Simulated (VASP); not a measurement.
Write the native input for VASP 6.6.1 that does the following.

| Property | Result |
| --- | --- |
| Task | single point |
| Functional | r2SCAN |
| Potentials or basis | VASP PAW PBE potentials, release 64 (Si, C) |
| Cutoff | 520 eV |
| k mesh | 12 × 12 × 6 |
| Occupations | gaussian, width 0.05 eV |
| Spin | no spin polarisation |
| Dipole correction | no |
| Further INCAR settings | ALGO = Normal; EDIFF = 1e-06; NBANDS = 16 |

The system is SiC.

```
Si C
1.0
     3.07520    0.00000    0.00000
    -1.53760    2.66320    0.00000
     0.00000    0.00000    5.04817
Si C
2 2
Cartesian
  -0.3062 1.5987 -0.1016
  1.2314 0.7109 2.4224
  0.0000 1.7755 1.9203
  1.5376 0.8877 4.4444
```

This cell differs from its parent crystal: all Si atoms moved +0.375 Å, as atom 1 towards its neighbour atom 4 (C) at 1.883 Å.

One way to write it, as run:

POSCAR

```
SiC
1.0
    3.0751950059      0.0000000000      0.0000000000
   -1.5375975029      2.6631969967      0.0000000000
    0.0000000000      0.0000000000      5.0481668544
Si C
2 2
Direct
    0.2005613999      0.6002807000     -0.0201336767
    0.5338947332      0.2669473666      0.4798663233
    0.3333333333      0.6666666667      0.3803971172
    0.6666666667      0.3333333333      0.8803971172
```

INCAR.step1

```
SYSTEM = SiC
PREC = Accurate
ENCUT = 520
ISMEAR = 0
SIGMA = 0.05
LREAL = .FALSE.
LASPH = .TRUE.
NELM = 60
NBANDS = 16
GGA = PE
ALGO = Normal
EDIFF = 1E-4
LWAVE = .TRUE.
LCHARG = .FALSE.
```

INCAR.step2

```
SYSTEM = SiC
PREC = Accurate
ENCUT = 520
EDIFF = 1E-6
ISMEAR = 0
SIGMA = 0.05
LREAL = .FALSE.
LASPH = .TRUE.
NELM = 60
ALGO = Normal
ISIF = 2
LWAVE = .FALSE.
LCHARG = .FALSE.
METAGGA = R2SCAN
LMIXTAU = .TRUE.
NBANDS = 16
ISTART = 1
```

KPOINTS

```
Automatic mesh
0
G
  12 12 6
  0 0 0
```

Potentials or basis: VASP PAW PBE potentials, release 64 (Si, C).

Launch:

```sh
$ cat potpaw_PBE.64/Si/POTCAR potpaw_PBE.64/C/POTCAR > POTCAR
$ cp INCAR.step1 INCAR
$ mpirun -np 1 vasp_std > vasp.out
$ cp INCAR.step2 INCAR
$ mpirun -np 1 vasp_std > vasp.out
```

Results of the run:

```yaml
Pressure: 22.5 GPa
Largest_force: 15.736 eV/Å
Band_gap_on_the_k_mesh: 1.50 eV, indirect (least direct gap 3.67 eV)
```

Caveat: the cell differs from its parent crystal (all Si atoms moved +0.375 Å, as atom 1 towards its neighbour atom 4 (C) at 1.883 Å); the PAW data sets were made with another functional, which shifts forces and pressure a little.

Wall time 5.1 min on 1 thread of Intel(R) Xeon(R) Platinum 8488C (Sapphire Rapids), on a shared host, peak memory 0.26 GiB.
